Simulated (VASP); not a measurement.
# InSe (C2/m) in VASP: a series of runs, part 2 of 2

VASP 6.6.1.

### 3 Single point, PBEsol

This run uses another cell than the first one, of 21.44 Å³/atom.

Input file INCAR:

```
ALGO = Normal
EDIFF = 1E-6
ENCUT = 520
GGA = PS
ISIF = 2
ISMEAR = -1
LASPH = True
LCHARG = False
LREAL = False
LWAVE = False
NBANDS = 27
NELM = 100
PREC = Accurate
SIGMA = 0.05
```

Input file KPOINTS:

```
k-points
0
Gamma
  7 7 6
```

Input file POSCAR:

```
InSe
1.0
    5.8256901512     -1.9763165564      0.2679051426
    5.8256901512      1.9763165564      0.2679051426
   -1.5036323765      0.0000000000      3.6543394974
In Se
2 2
Direct
    0.8763184513      0.8763184513     -0.1231273046
    0.1236815487      0.1236815487      1.1231273046
    0.6385120266      0.6385120266      0.6380475546
    0.3614879734      0.3614879734      0.3619524454
```

Potentials or basis: VASP PAW PBE potentials, release 64 (In_d, Se).

The run is started by

```console
$ cat potpaw_PBE.64/In_d/POTCAR potpaw_PBE.64/Se/POTCAR > POTCAR
$ mpirun -np 1 vasp_std > vasp.out
```

OUTCAR:

```text
EDIFF = 1E-6
   ENCUT = 520
   GGA = PS
   ISIF = 2
   ISMEAR = -1
   LASPH = True
   LREAL = False
   NELM = 100
   PREC = Accurate

 ion  position               nearest neighbor table
   1  0.876  0.876  0.877-   3 2.61   2 2.72   4 2.80   4 2.80   4 2.80   4 2.80   2 3.93   2 3.93
                             2 3.94   2 3.94
   2  0.124  0.124  0.123-   4 2.61   1 2.72   3 2.80   3 2.80   3 2.80   3 2.80   1 3.93   1 3.93
                             1 3.94   1 3.94
[... 926 lines left out ...]
  --------------------------------------------------------------------------------------
  -------------------------------------------------------------------------------------
  Total        5.4190334      5.4217320      5.4163390      0.0000000      0.0000000      0.0023850
  in kB      101.2625141    101.3129402    101.2121654      0.0000000      0.0000000      0.0445680
  external PRESSURE =     101.2625399 kB  Pullay stress =       0.0000000 kB

 VOLUME and BASIS-vectors are now :
 -----------------------------------------------------------------------------
  energy-cutoff  :      520.00
  volume of cell :       85.74
      direct lattice vectors                 reciprocal lattice vectors
     5.825690151 -1.976316556  0.267905143     0.084232889 -0.252995907  0.034658876
     5.825690151  1.976316556  0.267905143     0.084232889  0.252995907  0.034658876
    -1.503632376  0.000000000  3.654339497    -0.012350480  0.000000000  0.268565474

 POSITION                                       TOTAL-FORCE (eV/Angst)
 -----------------------------------------------------------------------------------
      8.89183      0.00000      3.67393         0.013447      0.000000      0.004800
      1.25592      0.00000      0.51622        -0.013447      0.000000     -0.004800
      6.48016      0.00000      2.67376        -0.011251      0.000000     -0.004628
      3.66759      0.00000      1.51639         0.011251      0.000000      0.004628
 -----------------------------------------------------------------------------------
    total drift:                                0.000000      0.000000      0.000000

  FREE ENERGIE OF THE ION-ELECTRON SYSTEM (eV)
  ---------------------------------------------------
  free  energy   TOTEN  =       -15.1810861505 eV

  energy  without entropy=      -15.1753791303  energy(sigma->0) =      -15.17823264
```

OSZICAR:

```text
N       E                     dE             d eps       ncg     rms          rms(c)
DAV:   1     0.341248929571E+03    0.34125E+03   -0.17911E+04  4760   0.173E+03
DAV:   2     0.235743697853E+02   -0.31767E+03   -0.30825E+03  4785   0.415E+02
DAV:   3    -0.140227686843E+02   -0.37597E+02   -0.36881E+02  5933   0.146E+02
DAV:   4    -0.155344612074E+02   -0.15117E+01   -0.15065E+01  5821   0.290E+01
DAV:   5    -0.155810985887E+02   -0.46637E-01   -0.46625E-01  7117   0.512E+00    0.746E+00
DAV:   6    -0.152144623357E+02    0.36664E+00   -0.64947E-01  6683   0.147E+01    0.441E+00
DAV:   7    -0.151837970544E+02    0.30665E-01   -0.29325E-01  7344   0.569E+00    0.104E+00
DAV:   8    -0.151810864602E+02    0.27106E-02   -0.45375E-02  7370   0.262E+00    0.590E-01
DAV:   9    -0.151811001194E+02   -0.13659E-04   -0.34132E-03  6492   0.458E-01    0.176E-01
DAV:  10    -0.151810794065E+02    0.20713E-04   -0.35747E-04  7490   0.254E-01    0.103E-01
DAV:  11    -0.151810908645E+02   -0.11458E-04   -0.14710E-04  7310   0.154E-01    0.310E-02
DAV:  12    -0.151810858740E+02    0.49905E-05   -0.18838E-05  6406   0.402E-02    0.175E-02
DAV:  13    -0.151810861505E+02   -0.27647E-06   -0.20029E-06  4489   0.896E-03
   1 F= -.15181086E+02 E0= -.15178233E+02  d E =-.570702E-02
```

stdout:

```text
POSCAR found type information on POSCAR InSe
 POSCAR found :  2 types and       4 ions
 scaLAPACK will be used
 -----------------------------------------------------------------------------
|                                                                             |
|                                                                             |
|     You enforced a specific xc type in the INCAR file but a different       |
|     I HOPE YOU KNOW WHAT YOU ARE DOING!                                     |
|                                                                             |
 -----------------------------------------------------------------------------

 LDA part: xc-table for (Slater+PW92), standard interpolation
 POSCAR, INCAR and KPOINTS ok, starting setup
 FFT: planning ... GRIDC
 FFT: planning ... GRID_SOFT
 FFT: planning ... GRID
 WAVECAR not read
 entering main loop
```

It took 5.4 min on 1 thread of Intel Xeon 8259CL, shared host; peak memory 0.36 GiB.

Results:

| Quantity | Value |
| --- | --- |
| Free energy | -15.1811 eV |
| Pressure | 10.1 GPa |
| Largest force | 0.014 eV/Å |
| Band gap on the k mesh | zero (bands 19 and 20 overlap by 0.71 eV) |

Forces on the atoms (eV/Å):
```
In   0.013  0.000  0.005
In  -0.013  0.000 -0.005
Se  -0.011  0.000 -0.005
Se   0.011  0.000  0.005
```

Caveat: the cell stands under pressure; the PAW data sets were made with another functional, which shifts forces and pressure a little; spin-orbit coupling is left out, which moves the levels of the heavy elements.

### 4 Single point, PBEsol

This run uses another cell than the first one, of 22.61 Å³/atom.

Input file INCAR:

```
SYSTEM = InSe
ALGO = Normal
EDIFF = 1E-6
ENCUT = 520
GGA = PS
ISIF = 2
ISMEAR = -1
LASPH = .True.
LCHARG = .False.
LREAL = .False.
LWAVE = .False.
NBANDS = 27
NELM = 80
PREC = Accurate
SIGMA = 0.05
```

Input file KPOINTS:

```
k-points
0
Gamma
  7 7 6
  0 0 0
```

Input file POSCAR:

```
InSe
1.0
    5.9231271523     -2.0133887836      0.2687935604
    5.9231271523      2.0133887836      0.2687935604
   -1.5317231198      0.0000000000      3.7224030433
In Se
2 2
Direct
    0.8763064025      0.8763064025     -0.1242099287
    0.1236935975      0.1236935975      1.1242099287
    0.6402583555      0.6402583555      0.6402801528
    0.3597416445      0.3597416445      0.3597198472
```

The run is started by

```console
$ cat potpaw_PBE.64/In_d/POTCAR potpaw_PBE.64/Se/POTCAR > POTCAR
$ mpirun -np 1 vasp_std > vasp.out
```

It took 5.6 min on 1 thread of Intel Xeon 8259CL, shared host; peak memory 0.36 GiB.

It converged, with:

```
Free energy            : -15.4019 eV
Pressure               : 5.1 GPa
Largest force          : 0.013 eV/Å
Band gap on the k mesh : zero (bands 19 and 20 overlap by 0.61 eV)
```

Forces on the atoms (eV/Å):
```
In   0.012  0.000  0.005
In  -0.012  0.000 -0.005
Se  -0.010  0.000 -0.004
Se   0.010  0.000  0.004
```

Levels at points of the mesh, in eV from the Fermi level:
| k point | band 16 | band 17 | band 18 | band 19 | band 20 | band 21 | band 22 | band 23 |
| --- | --- | --- | --- | --- | --- | --- | --- | --- |
| (0.00, 0.00, 0.00) | -3.06 | -3.05 | -2.44 | -2.43 | 2.01 | 4.12 | 4.79 | 5.40 |
| (0.00, 0.00, 0.50) | -2.20 | -1.84 | -1.41 | 0.10 | 1.14 | 2.65 | 2.99 | 3.26 |

Caveat: the cell stands under pressure; the PAW data sets were made with another functional, which shifts forces and pressure a little; spin-orbit coupling is left out, which moves the levels of the heavy elements.

### 5 The runs side by side

```tsv
cell	gap on the mesh (eV)	pressure (GPa)	largest force (eV/Å)
a = 6.003, b = 6.003, c = 3.839 Å, angles 108.6, 108.6, 37.4°, 4 atoms, atomic positions A	none	20.2	0.02
a = 6.158, b = 6.158, c = 3.952 Å, angles 108.6, 108.6, 37.4°, 4 atoms, atomic positions B	none	10.1	0.01
a = 6.262, b = 6.262, c = 4.025 Å, angles 108.7, 108.7, 37.5°, 4 atoms, atomic positions C	none	5.1	0.01
```

Alike in all rows: task single point; level PBEsol; potentials or basis VASP PAW PBE potentials, release 64 (In_d, Se); no spin polarisation; k mesh 7 × 7 × 6; cutoff (eV) 520; smearing fermi-dirac 0.05 eV.

Caveats: the cell stands under pressure; the PAW data sets were made with another functional, which shifts forces and pressure a little; spin-orbit coupling is left out, which moves the levels of the heavy elements.

Absolute energies hang on the potentials; compare differences alone.
